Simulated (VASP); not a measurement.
# BN (F-43m) in VASP: a series of runs

The runs below take BN through relaxation of cell and atoms, single point, with PBEsol.

Program: VASP 6.6.1. These are calculated values, not measurements. Logs are shortened: lines on timing, memory, paths and dates and some standing lists are left out, and cuts for length are marked.

## 1. The cell of the first run

Symmetry: F-43m, No. 216, cubic system. Conventional cell: a = 3.606 Å, b = 3.606 Å, c = 3.606 Å, α = 90.00°, β = 90.00°, γ = 90.00°. Within 2.1 Å of B (site symmetry -43m) lie 4 N at 1.56 Å. Within 2.1 Å of N (site symmetry -43m) lie 4 B at 1.56 Å.

## 2. Relaxation of cell and atoms, PBEsol, target pressure 4 GPa, at which the enthalpy is minimised

INCAR reads:

```
PREC = Accurate
ENCUT = 600
EDIFF = 1E-7
ISMEAR = 0
SIGMA = 0.01
LREAL = F
LASPH = T
NELM = 60
ALGO = Normal
ISIF = 3
LWAVE = F
LCHARG = F
GGA = PS
IBRION = 2
NSW = 80
EDIFFG = -0.001
PSTRESS = 40.0
```

KPOINTS reads:

```
regular mesh
0
Gamma
  12 12 12
```

POSCAR reads:

```
BN
1.0
    0.0000000000      1.8028454624      1.8028454624
    1.8028454624      0.0000000000      1.8028454624
    1.8028454624      1.8028454624      0.0000000000
B N
1 1
Direct
    0.0000000000      0.0000000000      0.0000000000
    0.7500000000      0.7500000000      0.7500000000
```

Potentials or basis: VASP PAW PBE potentials, release 64 (B, N).

Started as:

```bash
$ cat potpaw_PBE.64/B/POTCAR potpaw_PBE.64/N/POTCAR > POTCAR
$ mpirun -np 1 vasp_std > vasp.out
```

OUTCAR:

```text
PREC = Accurate
   ENCUT = 600
   EDIFF = 1E-7
   ISMEAR = 0
   LREAL = F
   LASPH = T
   NELM = 60
   ISIF = 3
   GGA = PS
   IBRION = 2
   NSW = 80
   EDIFFG = -0.001
   PSTRESS = 40.0

 ion  position               nearest neighbor table
   1  0.000  0.000  0.000-   2 1.56   2 1.56   2 1.56   2 1.56
   2  0.750  0.750  0.750-   1 1.56   1 1.56   1 1.56   1 1.56

  LATTYP: Found a face centered cubic cell.
 ALAT       =     3.6056909248

  Lattice vectors:

 A1 = (   0.0000000000,   1.8028454624,   1.8028454624)
 A2 = (   1.8028454624,   0.0000000000,   1.8028454624)
 A3 = (   1.8028454624,   1.8028454624,   0.0000000000)

Analysis of symmetry for initial positions (statically):
=====================================================================
 Subroutine PRICEL returns:
 Original cell was already a primitive cell.

 Routine SETGRP: Setting up the symmetry group for a
 face centered cubic supercell.

 Subroutine GETGRP returns: Found 24 space group operations
 (whereof 24 operations were pure point group operations)
 out of a pool of 48 trial point group operations.

The static configuration has the point symmetry T_d .

Analysis of symmetry for dynamics (positions and initial velocities):
=====================================================================
 Subroutine PRICEL returns:
 Original cell was already a primitive cell.

 Routine SETGRP: Setting up the symmetry group for a
 face centered cubic supercell.

 Subroutine GETGRP returns: Found 24 space group operations
 (whereof 24 operations were pure point group operations)
 out of a pool of 48 trial point group operations.

The dynamic configuration has the point symmetry T_d .

 Subroutine INISYM returns: Found 24 space group operations
 (whereof 24 operations are pure point group operations),
 and found     1 'primitive' translations

----------------------------------------------------------------------------------------

                                     Primitive cell

  volume of cell :      11.7194

  direct lattice vectors                    reciprocal lattice vectors
     0.000000000  1.802845462  1.802845462    -0.277339356  0.277339356  0.277339356
     1.802845462  0.000000000  1.802845462     0.277339356 -0.277339356  0.277339356
     1.802845462  1.802845462  0.000000000     0.277339356  0.277339356 -0.277339356

  length of vectors
     2.549608504  2.549608504  2.549608504     0.480365856  0.480365856  0.480365856

  position of ions in fractional coordinates (direct lattice)
     0.000000000  0.000000000  0.000000000
     0.750000000  0.750000000  0.750000000

  ion indices of the primitive-cell ions
   primitive index   ion index
                 1           1
                 2           2

----------------------------------------------------------------------------------------

 KPOINTS: regular mesh

Automatic generation of k-mesh.
 Grid dimensions read from file:
 generate k-points for:   12   12   12

 Generating k-lattice:

  Cartesian coordinates                     Fractional coordinates (reciprocal lattice)
    -0.023111613  0.023111613  0.023111613     0.083333333  0.000000000  0.000000000
     0.023111613 -0.023111613  0.023111613     0.000000000  0.083333333  0.000000000
     0.023111613  0.023111613 -0.023111613     0.000000000  0.000000000  0.083333333

  Length of vectors
     0.040030488  0.040030488  0.040030488

  Shift w.r.t. Gamma in fractional coordinates (k-lattice)
     0.000000000  0.000000000  0.000000000

 Subroutine IBZKPT returns following result:
 ===========================================

 Found     72 irreducible k-points:

 Following reciprocal coordinates:
            Coordinates               Weight
  0.000000  0.000000  0.000000      1.000000
  0.083333  0.000000  0.000000      8.000000
  0.166667  0.000000  0.000000      8.000000
  0.250000  0.000000  0.000000      8.000000
  0.333333  0.000000  0.000000      8.000000
  0.416667  0.000000  0.000000      8.000000
[... 16 lines left out ...]
  0.500000  0.166667  0.000000     24.000000
 -0.416667  0.166667  0.000000     24.000000
 [... further k-points ...]
   k-points           NKPTS =     72   k-points in BZ     NKDIM =     72   number of bands    NBANDS=      8
   number of dos      NEDOS =    301   number of ions     NIONS =      2
   total plane-waves  NPLWV =   8000
   dimension x,y,z NGX =    20 NGY =   20 NGZ =   20
   dimension x,y,z NGXF=    40 NGYF=   40 NGZF=   40
   ions per type =               1   1
   NGX,Y,Z   is equivalent  to a cutoff of  13.04, 13.04, 13.04 a.u.
   NGXF,Y,Z  is equivalent  to a cutoff of  26.08, 26.08, 26.08 a.u.
 SYSTEM =  unknown system
   PREC   = accura    normal or accurate (medium, high low for compatibility)
   ISTART =      0    job   : 0-new  1-cont  2-samecut
   ICHARG =      2    charge: 1-file 2-atom 10-const
   ISPIN  =      1    spin polarized calculation?
   LNONCOLLINEAR =      F non collinear calculations
   LSORBIT =      F    spin-orbit coupling
   LASPH  =      T    aspherical Exc in radial PAW
   ENCUT  =  600.0 eV  44.10 Ry    6.64 a.u.   5.09  5.09  5.09*2*pi/ulx,y,z
   NELM   =     60;   NELMIN=  2; NELMDL= -5     # of ELM steps
   EDIFF  = 0.1E-06   stopping-criterion for ELM
   LREAL  =      F    real-space projection
   EDIFFG = -.1E-02   stopping-criterion for IOM
   NSW    =     80    number of steps for IOM
   IBRION =      2    ionic relax: 0-MD 1-quasi-New 2-CG
   NFREE  =      1    steps in history (QN), initial steepest desc. (CG)
   ISIF   =      3    stress and relaxation
   ISYM   =      2    0-nonsym 1-usesym 2-fastsym
   POTIM  = 0.5000    time-step for ionic-motion
   TEBEG  =    0.0;   TEEND  =   0.0 temperature during run
   PSTRESS=   40.0 pullay stress
   NELECT =       8.0000    total number of electrons
   NUPDOWN=      -1.0000    fix difference up-down
   EMIN   =  10.00;   EMAX   =-10.00  energy-range for DOS
   EFERMI =   0.00;   METHOD = LEGACY
   ISMEAR =     0;   SIGMA  =   0.01  broadening in eV -4-tet -1-fermi 0-gaus
   EFERMI_NEDOS =   21; number of points for ismear=-14 and -15
   IALGO  =     38    algorithm
   IMIX   =      4    mixing-type and parameters
     AMIX     =   0.40;   BMIX     =  1.00
     AMIX_MAG =   1.60;   BMIX_MAG =  1.00
  volume/ion in A,a.u.               =       5.86        39.54
  Fermi-wavevector in a.u.,A,eV,Ry     =   1.441461  2.723967 28.270331  2.077811
  Thomas-Fermi vector in A             =   2.560091
   LORBIT       =      0    0 simple, 1 ext, 2 COOP (PROOUT), +10 PAW based schemes
   GGA     = PS    functional components
   LHFCALC =     F    Hartree Fock is set to
   AEXX    =    0.0000 exact exchange contribution
   IVDW    =     0    specifies the selected vdW correction
   LEPSILON=     F    determine dielectric tensor
   LRPA    =     F    only Hartree local field effects (RPA)
 conjugate gradient relaxation of ions
 non-spin polarized calculation
 Gauss-broadening in eV      SIGMA  =   0.01
  energy-cutoff  :      600.00
  volume of cell :       11.72
 maximum number of plane-waves:       399
   NGX = 11   NGY = 11   NGZ = 11

--------------------------------------- Ionic step        1  -------------------------------------------

 number of electron       7.9999999 magnetization

 Free energy of the ion-electron system (eV)
  ---------------------------------------------------
  ext. energy  EPLUGINS =         0.00000000
  ---------------------------------------------------
  free energy    TOTEN  =       -18.35071426 eV

  energy without entropy =      -18.35071426  energy(sigma->0) =      -18.35071426

------------------------ aborting loop because EDIFF is reached ----------------------------------------

  FORCE on cell =-STRESS in cart. coord.  units (eV):
  Direction    XX          YY          ZZ          XY          YZ          ZX
  --------------------------------------------------------------------------------------
  -------------------------------------------------------------------------------------
  Total        0.0237572      0.0237572      0.0237572     -0.0000000     -0.0000000      0.0000000
  in kB        3.2478782      3.2478782      3.2478782     -0.0000000     -0.0000000      0.0000000
  external PRESSURE =     -36.7521218 kB  Pullay stress =      40.0000000 kB
[... 61 lines left out ...]
  enthalpy is  TOTEN    =       -18.0578684053 eV   P V=        0.2869318835

--------------------------------------- Ionic step        3  -------------------------------------------

 number of electron       7.9999998 magnetization

 Free energy of the ion-electron system (eV)
  ---------------------------------------------------
  ext. energy  EPLUGINS =         0.00000000
  ---------------------------------------------------
  free energy    TOTEN  =       -18.34926005 eV

  energy without entropy =      -18.34926005  energy(sigma->0) =      -18.34926005

 E-fermi :   7.7012     XC(G=0): -13.0997

 val. band max:        7.5742081774   @ k =   0.0000   0.0000   0.0000
 cond. band min:      11.8684314332   @ k =   0.5000   0.5000   0.0000
 fundamental gap:      4.2942232558
 Fermi energy:         7.7012326581

 k-point     1 :       0.0000    0.0000    0.0000
  band No.  band energies     occupation
      1     -12.8747      2.00000
      2       7.5742      2.00000
      3       7.5742      2.00000
      4       7.5742      2.00000
      5      16.4157      0.00000
      6      16.4157      0.00000
      7      16.4157      0.00000
      8      18.1190      0.00000
[... 243 lines left out ...]
 k-point    24 :      -0.4167    0.1667    0.0000
  band No.  band energies     occupation
      1      -8.1528      2.00000
      2      -2.6541      2.00000
      3       3.3678      2.00000
      4       4.9458      2.00000
      5      16.8407      0.00000
      6      19.8746      0.00000
      7      19.9241      0.00000
      8      23.3951      0.00000

 [... further k-points ...]
[... 5 lines left out ...]
  --------------------------------------------------------------------------------------
  -------------------------------------------------------------------------------------
  Total        0.2898101      0.2898101      0.2898101     -0.0000000     -0.0000000      0.0000000
  in kB       39.9912756     39.9912756     39.9912756     -0.0000000     -0.0000000      0.0000000
  external PRESSURE =      -0.0087244 kB  Pullay stress =      40.0000000 kB
[... 17 lines left out ...]
  FREE ENERGIE OF THE ION-ELECTRON SYSTEM (eV)
  ---------------------------------------------------
  free  energy   TOTEN  =       -18.3492600543 eV

  energy  without entropy=      -18.3492600543  energy(sigma->0) =      -18.34926005

  enthalpy is  TOTEN    =       -18.0593866940 eV   P V=        0.2898733602

 reached required accuracy - stopping structural energy minimisation
```

It took 24 s on 1 thread of AMD EPYC 7R13, shared host; peak memory 0.12 GiB.

What came out:

```yaml
Free_energy: -18.3493 eV
Relaxed_volume: 5.81 Å³/atom
Relaxed_cell: a = 2.542 Å, b = 2.542 Å, c = 2.542 Å, α = 60.00°, β = 60.00°, γ = 60.00°
Space_group_after_relaxing_to_0.05_Å: F-43m (No. 216)
Energy_change_on_relaxing_the_enthalpy_is_what_falls: +0.7 meV/atom
Ionic_steps: 3
Pressure_after_relaxing: 4.0 GPa
Band_gap_on_the_k_mesh: 4.29 eV, indirect (least direct gap 8.84 eV)
```

Step by step:
```tsv
step	energy change (eV)	largest force (eV/Å)	pressure (GPa)	volume (Å³)
1	0.0000	0.0000	0.32	11.72
2	0.0059	0.0000	8.17	11.49
3	0.0015	0.0000	4.00	11.61
```

Final structure:
```xyz
2
Lattice="0.0000 1.7973 1.7973 1.7973 0.0000 1.7973 1.7973 1.7973 0.0000" Properties=species:S:1:pos:R:3 pbc="T T T"
B     0.0000    0.0000    0.0000
N     2.6959    2.6959    2.6959
```

Caveat: the cell is relaxed towards a set pressure, so the enthalpy falls and the energy may rise; the PAW data sets were made with another functional, which shifts forces and pressure a little.

## 3. Single point, PBEsol (strained)

INCAR reads:

```
  ALGO = Normal
  EDIFF = 1E-7
  ENCUT = 520
  GGA = PS
  ISIF = 2
  ISMEAR = 0
  LASPH = T
  LCHARG = F
  LREAL = F
  LWAVE = F
  NBANDS = 11
  NELM = 80
  PREC = Accurate
  SIGMA = 0.02
```

KPOINTS reads:

```
k-points
0
Gamma
  12 12 12
```

POSCAR reads:

```
BN
1.0
    0.0000000000      1.7645576133      1.7645576133
    1.7645576133      0.0000000000      1.7645576133
    1.7645576133      1.7645576133      0.0000000000
B N
1 1
Direct
    0.0000000000      0.0000000000      0.0000000000
    0.7500000000      0.7500000000      0.7500000000
```

Potentials or basis: VASP PAW PBE potentials, release 64 (B, N).

Started as:

```bash
$ cat potpaw_PBE.64/B/POTCAR potpaw_PBE.64/N/POTCAR > POTCAR
$ mpirun -np 1 vasp_std > vasp.out
```

OUTCAR:

```text
EDIFF = 1E-7
   ENCUT = 520
   GGA = PS
   ISIF = 2
   ISMEAR = 0
   LASPH = T
   LREAL = F
   NELM = 80
   PREC = Accurate

 ion  position               nearest neighbor table
   1  0.000  0.000  0.000-   2 1.53   2 1.53   2 1.53   2 1.53
   2  0.750  0.750  0.750-   1 1.53   1 1.53   1 1.53   1 1.53

  LATTYP: Found a face centered cubic cell.
 ALAT       =     3.5291152266

  Lattice vectors:

 A1 = (   0.0000000000,   1.7645576133,   1.7645576133)
 A2 = (   1.7645576133,   0.0000000000,   1.7645576133)
 A3 = (   1.7645576133,   1.7645576133,   0.0000000000)

Analysis of symmetry for initial positions (statically):
=====================================================================
 Subroutine PRICEL returns:
 Original cell was already a primitive cell.

 Routine SETGRP: Setting up the symmetry group for a
 face centered cubic supercell.

 Subroutine GETGRP returns: Found 24 space group operations
 (whereof 24 operations were pure point group operations)
 out of a pool of 48 trial point group operations.

The static configuration has the point symmetry T_d .

[... 163 lines left out ...]
 cond. band min:      12.6267042884   @ k =   0.5000   0.5000   0.0000
 fundamental gap:      4.3487472177
 Fermi energy:         8.4993822021

 k-point     1 :       0.0000    0.0000    0.0000
  band No.  band energies     occupation
      1     -12.8213      2.00000
      2       8.2780      2.00000
      3       8.2780      2.00000
      4       8.2780      2.00000
      5      17.3787      0.00000
      6      17.3787      0.00000
      7      17.3787      0.00000
      8      19.7349      0.00000
      9      34.1637      0.00000
     10      36.8686      0.00000
     11      36.8686      0.00000
[... 309 lines left out ...]
 k-point    24 :      -0.4167    0.1667    0.0000
  band No.  band energies     occupation
      1      -7.8103      2.00000
      2      -2.4418      2.00000
      3       3.8807      2.00000
      4       5.5002      2.00000
      5      17.8056      0.00000
      6      20.9926      0.00000
      7      21.3364      0.00000
      8      24.8311      0.00000
      9      30.0515      0.00000
     10      34.3819      0.00000
     11      36.3321      0.00000

 [... further k-points ...]
[... 5 lines left out ...]
  --------------------------------------------------------------------------------------
  -------------------------------------------------------------------------------------
  Total        1.9753103      1.9753103      1.9753103      0.0000000      0.0000000     -0.0000000
  in kB      288.0105477    288.0105477    288.0105477      0.0000000      0.0000000     -0.0000000
  external PRESSURE =     288.0105477 kB  Pullay stress =       0.0000000 kB

 VOLUME and BASIS-vectors are now :
 -----------------------------------------------------------------------------
  energy-cutoff  :      520.00
  volume of cell :       10.99
      direct lattice vectors                 reciprocal lattice vectors
     0.000000000  1.764557613  1.764557613    -0.283357141  0.283357141  0.283357141
     1.764557613  0.000000000  1.764557613     0.283357141 -0.283357141  0.283357141
     1.764557613  1.764557613  0.000000000     0.283357141  0.283357141 -0.283357141

 POSITION                                       TOTAL-FORCE (eV/Angst)
 -----------------------------------------------------------------------------------
      0.00000      0.00000      0.00000        -0.000000     -0.000000     -0.000000
      2.64684      2.64684      2.64684         0.000000      0.000000      0.000000
 -----------------------------------------------------------------------------------
    total drift:                               -0.000000     -0.000000     -0.000000

  FREE ENERGIE OF THE ION-ELECTRON SYSTEM (eV)
  ---------------------------------------------------
  free  energy   TOTEN  =       -18.2815758842 eV

  energy  without entropy=      -18.2815758842  energy(sigma->0) =      -18.28157588
```

OSZICAR:

```text
N       E                     dE             d eps       ncg     rms          rms(c)
DAV:   1     0.880536844818E+01    0.88054E+01   -0.51162E+03  1656   0.734E+02
DAV:   2    -0.188637146560E+02   -0.27669E+02   -0.26904E+02  1875   0.167E+02
DAV:   3    -0.193485625946E+02   -0.48485E+00   -0.48429E+00  1872   0.184E+01
DAV:   4    -0.193490406891E+02   -0.47809E-03   -0.47809E-03  1713   0.655E-01
DAV:   5    -0.193490410585E+02   -0.36937E-06   -0.36939E-06  1827   0.182E-02    0.700E+00
DAV:   6    -0.184125005414E+02    0.93654E+00   -0.26126E+00  1656   0.959E+00    0.353E+00
DAV:   7    -0.183036922197E+02    0.10881E+00   -0.13622E-01  1782   0.288E+00    0.197E+00
DAV:   8    -0.182815432734E+02    0.22149E-01   -0.35845E-02  1797   0.132E+00    0.220E-01
DAV:   9    -0.182815592240E+02   -0.15951E-04   -0.77396E-04  1677   0.250E-01    0.862E-02
DAV:  10    -0.182815742604E+02   -0.15036E-04   -0.56896E-05  1779   0.657E-02    0.140E-02
DAV:  11    -0.182815758617E+02   -0.16013E-05   -0.34367E-06  1747   0.144E-02    0.843E-03
DAV:  12    -0.182815758842E+02   -0.22453E-07   -0.86626E-07  1749   0.631E-03
   1 F= -.18281576E+02 E0= -.18281576E+02  d E =-.114588E-57
```

Wall time 14 s (1 thread of Intel Xeon 8259CL, shared host); peak memory 0.09 GiB.

What came out:

```yaml
Free_energy: -18.2816 eV
Pressure: 28.8 GPa
Band_gap_on_the_k_mesh: 4.35 eV, indirect (least direct gap 9.10 eV)
```

Caveat: the cell differs from its parent crystal (strained); the PAW data sets were made with another functional, which shifts forces and pressure a little. A k mesh can miss the band edges.
